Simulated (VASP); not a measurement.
# Ta3Cu (I4/mmm) in VASP: a series of runs

Ta3Cu is run at these levels: LDA; tasks: single point.

All numbers are computed with VASP 6.6.1; they aren't measurements. Logs are shortened: lines on timing, memory, paths and dates and some standing lists are left out, and cuts for length are marked.

## (1) The cell of the first run

The structure is tetragonal, space group I4/mmm (No. 139). Conventional cell: a = 3.931 Å, b = 3.931 Å, c = 8.245 Å, α = 90.00°, β = 90.00°, γ = 90.00°. Within 3.7 Å of Ta (site symmetry 4/mmm) lie 4 Cu at 2.78 Å and 8 Ta at 2.85 Å. Within 3.7 Å of Ta (site symmetry -4m2) lie 8 Ta at 2.78 to 2.85 Å and 4 Cu at 2.85 Å. Cu (site symmetry 4/mmm) has 12 Ta at 2.78 to 2.85 Å within 3.7 Å.

## (2) Single point, LDA (15.93 Å³/atom)

INCAR reads:

```
  PREC = Accurate
  ENCUT = 600
  EDIFF = 1E-6
  ISMEAR = -1
  SIGMA = 0.05
  LREAL = False
  LASPH = True
  NELM = 120
  ALGO = Normal
  ISIF = 2
  LWAVE = False
  LCHARG = False
  GGA = CA
  NBANDS = 30
  GGA_COMPAT = False
```

KPOINTS reads:

```
regular mesh
0
Gamma
  9 9 9
```

POSCAR reads:

```
Ta3Cu
1.0
   -1.9655463842      1.9655463842      4.1222648751
    1.9655463842     -1.9655463842      4.1222648751
    1.9655463842      1.9655463842     -4.1222648751
Ta Cu
3 1
Direct
    0.5000000000      0.5000000000      0.0000000000
    0.2500000000      0.7500000000      0.5000000000
    0.7500000000      0.2500000000      0.5000000000
    0.0000000000      0.0000000000      0.0000000000
```

Potentials or basis: VASP PAW LDA potentials, release 64 (Ta_pv, Cu).

Command:

```
$ cat potpaw_LDA.64/Ta_pv/POTCAR potpaw_LDA.64/Cu/POTCAR > POTCAR
$ mpirun -np 1 vasp_std > vasp.out
```

OUTCAR:

```text
PREC = Accurate
   ENCUT = 600
   EDIFF = 1E-6
   ISMEAR = -1
   LREAL = False
   LASPH = True
   NELM = 120
   ISIF = 2
   GGA = CA

 ion  position               nearest neighbor table
   1  0.500  0.500  0.000-   4 2.78   4 2.78   4 2.78   4 2.78   3 2.85   2 2.85   3 2.85   3 2.85
                             2 2.85   2 2.85   3 2.85   2 2.85
   2  0.250  0.750  0.500-   3 2.78   3 2.78   3 2.78   3 2.78   4 2.85   1 2.85   4 2.85   1 2.85
                             4 2.85   4 2.85   1 2.85   1 2.85
   3  0.750  0.250  0.500-   2 2.78   2 2.78   2 2.78   2 2.78   4 2.85   1 2.85   4 2.85   4 2.85
                             1 2.85   1 2.85   4 2.85   1 2.85
   4  0.000  0.000  0.000-   1 2.78   1 2.78   1 2.78   1 2.78   3 2.85   2 2.85   3 2.85   2 2.85
                             3 2.85   3 2.85   2 2.85   2 2.85

  LATTYP: Found a body centered tetragonal cell.
 ALAT       =     3.9310927684
 C/A-ratio  =     2.0972615596

  Lattice vectors:

 A1 = (  -1.9655463842,   1.9655463842,   4.1222648751)
 A2 = (   1.9655463842,  -1.9655463842,   4.1222648751)
 A3 = (   1.9655463842,   1.9655463842,  -4.1222648751)

Analysis of symmetry for initial positions (statically):
=====================================================================
 Subroutine PRICEL returns:
 Original cell was already a primitive cell.

 Routine SETGRP: Setting up the symmetry group for a
 body centered tetragonal supercell.

 Subroutine GETGRP returns: Found 16 space group operations
 (whereof 16 operations were pure point group operations)
 out of a pool of 16 trial point group operations.

The static configuration has the point symmetry D_4h.

Analysis of symmetry for dynamics (positions and initial velocities):
=====================================================================
 Subroutine PRICEL returns:
 Original cell was already a primitive cell.

 Routine SETGRP: Setting up the symmetry group for a
 body centered tetragonal supercell.

 Subroutine GETGRP returns: Found 16 space group operations
 (whereof 16 operations were pure point group operations)
 out of a pool of 16 trial point group operations.

The dynamic configuration has the point symmetry D_4h.

 Subroutine INISYM returns: Found 16 space group operations
 (whereof 16 operations are pure point group operations),
 and found     1 'primitive' translations

----------------------------------------------------------------------------------------
[... 96 lines left out ...]
   NELM   =    120;   NELMIN=  2; NELMDL= -5     # of ELM steps
   EDIFF  = 0.1E-05   stopping-criterion for ELM
   LREAL  =      F    real-space projection
   EDIFFG = 0.1E-04   stopping-criterion for IOM
   NSW    =      0    number of steps for IOM
   IBRION =     -1    ionic relax: 0-MD 1-quasi-New 2-CG
   NFREE  =      0    steps in history (QN), initial steepest desc. (CG)
   ISIF   =      2    stress and relaxation
   ISYM   =      2    0-nonsym 1-usesym 2-fastsym
   POTIM  = 0.5000    time-step for ionic-motion
   TEBEG  =    0.0;   TEEND  =   0.0 temperature during run
   PSTRESS=    0.0 pullay stress
   NELECT =      44.0000    total number of electrons
   NUPDOWN=      -1.0000    fix difference up-down
   EMIN   =  10.00;   EMAX   =-10.00  energy-range for DOS
   EFERMI =   0.00;   METHOD = LEGACY
   ISMEAR =    -1;   SIGMA  =   0.05  broadening in eV -4-tet -1-fermi 0-gaus
   EFERMI_NEDOS =   21; number of points for ismear=-14 and -15
   IALGO  =     38    algorithm
   IMIX   =      4    mixing-type and parameters
     AMIX     =   0.40;   BMIX     =  1.00
     AMIX_MAG =   1.60;   BMIX_MAG =  1.00
  volume/ion in A,a.u.               =      15.93       107.47
  Fermi-wavevector in a.u.,A,eV,Ry     =   1.447121  2.734662 28.492772  2.094160
  Thomas-Fermi vector in A             =   2.565112
   LORBIT       =      0    0 simple, 1 ext, 2 COOP (PROOUT), +10 PAW based schemes
   GGA     = CA    functional components
   LHFCALC =     F    Hartree Fock is set to
   AEXX    =    0.0000 exact exchange contribution
   IVDW    =     0    specifies the selected vdW correction
   LEPSILON=     F    determine dielectric tensor
   LRPA    =     F    only Hartree local field effects (RPA)
 non-spin polarized calculation
  energy-cutoff  :      600.00
  volume of cell :       63.70
 maximum number of plane-waves:      2144
   NGX = 19   NGY = 19   NGZ = 19

 number of electron      44.0000006 magnetization

 Free energy of the ion-electron system (eV)
  ---------------------------------------------------
  ext. energy  EPLUGINS =         0.00000000
  ---------------------------------------------------
  free energy    TOTEN  =       -42.48645033 eV

  energy without entropy =      -42.45147900  energy(sigma->0) =      -42.46896466

 E-fermi :   6.4643     XC(G=0): -13.0184

 val. band max:        6.4554611789   @ k =  -0.2222   0.4444   0.2222
 cond. band min:       6.4676821084   @ k =   0.1111   0.0000   0.0000
 fundamental gap:      0.0122209295
 Fermi energy:         6.4642578103

 k-point     1 :       0.0000    0.0000    0.0000
  band No.  band energies     occupation
      1     -27.9925      2.00000
      2     -27.8167      2.00000
      3     -27.8167      2.00000
      4     -27.5095      2.00000
      5     -27.5095      2.00000
      6     -27.3349      2.00000
[... 781 lines left out ...]
     29      10.6674      0.00000
     30      10.7874      0.00000

 [... further k-points ...]

------------------------ aborting loop because EDIFF is reached ----------------------------------------

  FORCE on cell =-STRESS in cart. coord.  units (eV):
  Direction    XX          YY          ZZ          XY          YZ          ZX
  --------------------------------------------------------------------------------------
  -------------------------------------------------------------------------------------
  Total        0.6394900      0.6394900      0.0600361      0.0000000     -0.0000000      0.0000000
  in kB       16.0835489     16.0835489      1.5099429      0.0000000     -0.0000000      0.0000000
  external PRESSURE =      11.2256802 kB  Pullay stress =       0.0000000 kB

 VOLUME and BASIS-vectors are now :
 -----------------------------------------------------------------------------
  energy-cutoff  :      600.00
  volume of cell :       63.70
      direct lattice vectors                 reciprocal lattice vectors
    -1.965546384  1.965546384  4.122264875     0.000000000  0.254382193  0.121292546
     1.965546384 -1.965546384  4.122264875     0.254382193  0.000000000  0.121292546
     1.965546384  1.965546384 -4.122264875     0.254382193  0.254382193  0.000000000

 POSITION                                       TOTAL-FORCE (eV/Angst)
 -----------------------------------------------------------------------------------
      0.00000      0.00000      4.12226        -0.000000     -0.000000      0.000000
      1.96555     -0.00000      2.06113        -0.000000     -0.000000     -0.000000
     -0.00000      1.96555      2.06113         0.000000      0.000000      0.000000
      0.00000      0.00000      0.00000        -0.000000     -0.000000      0.000000
 -----------------------------------------------------------------------------------
    total drift:                               -0.000000     -0.000000      0.000000

  FREE ENERGIE OF THE ION-ELECTRON SYSTEM (eV)
  ---------------------------------------------------
  free  energy   TOTEN  =       -42.4864503319 eV

  energy  without entropy=      -42.4514789967  energy(sigma->0) =      -42.46896466
```

OSZICAR:

```text
N       E                     dE             d eps       ncg     rms          rms(c)
DAV:   1     0.427665405318E+03    0.42767E+03   -0.25364E+04  4660   0.203E+03
DAV:   2    -0.198045818766E+02   -0.44747E+03   -0.43476E+03  4670   0.496E+02
DAV:   3    -0.456670293810E+02   -0.25862E+02   -0.23947E+02  5736   0.112E+02
[... 12 lines left out ...]
DAV:  16    -0.424872042169E+02    0.11119E-02   -0.34938E-03  6582   0.714E-01    0.213E-01
DAV:  17    -0.424865600486E+02    0.64417E-03   -0.74329E-04  6000   0.702E-01    0.896E-02
DAV:  18    -0.424864463725E+02    0.11368E-03   -0.45582E-04  6006   0.412E-01    0.117E-02
DAV:  19    -0.424864503284E+02   -0.39558E-05   -0.58902E-05  5752   0.493E-02    0.940E-03
DAV:  20    -0.424864503319E+02   -0.35316E-08   -0.48893E-07  3006   0.486E-03
   1 F= -.42486450E+02 E0= -.42468965E+02  d E =-.349713E-01
```

stdout:

```text
POSCAR found type information on POSCAR TaCu
 POSCAR found :  2 types and       4 ions
 scaLAPACK will be used
 LDA part: xc-table for (Slater(with rela. corr.)+CA(PZ))
 , standard interpolation
 POSCAR, INCAR and KPOINTS ok, starting setup
 FFT: planning ... GRIDC
 FFT: planning ... GRID_SOFT
 FFT: planning ... GRID
 WAVECAR not read
 entering main loop
```

It took 5.4 min on 1 thread of Intel Xeon 6975P-C (Granite Rapids), shared host; peak memory 0.3 GiB.

Results:

- Free energy: -42.4865 eV
- Pressure: 1.1 GPa
- Band gap on the k mesh: zero (bands 22 and 23 overlap by 1.50 eV)

Stress tensor (GPa, compression positive):
```
1.61 0.00 0.00
0.00 1.61 0.00
0.00 0.00 0.15
```

Levels at points of the mesh, in eV from the Fermi level:
```csv
k point,band 19,band 20,band 21,band 22,band 23,band 24,band 25,band 26
"(0.00, 0.00, 0.00)",-1.79,-1.79,-0.21,-0.21,0.04,2.34,2.35,2.54
```

Caveat: spin-orbit coupling is left out, which moves the levels of the heavy elements.

## (3) Single point, LDA (16.94 Å³/atom)

This run uses another cell than the first one, of 16.94 Å³/atom.

INCAR reads:

```
SYSTEM = Ta3Cu
PREC     = Accurate       ! precision mode
ENCUT    = 600            ! plane-wave cutoff, eV
EDIFF    = 1E-6           ! SCF threshold, eV
ISMEAR   = -1             ! smearing method
SIGMA    = 0.05           ! smearing width, eV
LREAL    = .FALSE.        ! projectors in reciprocal space
LASPH    = .TRUE.         ! aspherical terms in the spheres
NELM     = 120            ! most SCF steps
ALGO     = Normal         ! electronic algorithm
ISIF     = 2              ! what is computed and relaxed
LWAVE    = .FALSE.        ! write WAVECAR
LCHARG   = .FALSE.        ! write CHGCAR
GGA      = CA             ! functional
NBANDS   = 30             ! bands
GGA_COMPAT= .FALSE.
```

KPOINTS reads:

```
Automatic mesh
0
G
  9 9 9
  0 0 0
```

POSCAR reads:

```
Ta3Cu
1.0
   -2.0065070000      2.0065070000      4.2081700000
    2.0065070000     -2.0065070000      4.2081700000
    2.0065070000      2.0065070000     -4.2081700000
Ta Cu
3 1
Direct
    0.5000000000      0.5000000000      0.0000000000
    0.2500000000      0.7500000000      0.5000000000
    0.7500000000      0.2500000000      0.5000000000
    0.0000000000      0.0000000000      0.0000000000
```

Potentials or basis: VASP PAW LDA potentials, release 64 (Ta_pv, Cu).

Command:

```
$ cat potpaw_LDA.64/Ta_pv/POTCAR potpaw_LDA.64/Cu/POTCAR > POTCAR
$ mpirun -np 1 vasp_std > vasp.out
```

Run time: 7.7 min. Hardware: 1 thread of Intel Xeon 6975P-C (Granite Rapids), shared host; peak memory 0.31 GiB.

The run converged. Its results:

```
Free energy            : -42.3580 eV
Pressure               : -10.4 GPa
Band gap on the k mesh : zero (bands 22 and 23 overlap by 1.34 eV)
```

Stress tensor (GPa, compression positive):
```
-10.12   0.00   0.00
  0.00 -10.12   0.00
  0.00   0.00 -10.85
```

Levels at points of the mesh, in eV from the Fermi level:
```
           k point  band 18  band 19  band 20  band 21  band 22  band 23  band 24  band 25  band 26  band 27
(0.00, 0.00, 0.00)    -1.92    -1.63    -1.63    -0.18    -0.18     0.04     2.10     2.20     2.40     2.72
```

Caveat: the cell stands under tension; spin-orbit coupling is left out, which moves the levels of the heavy elements.
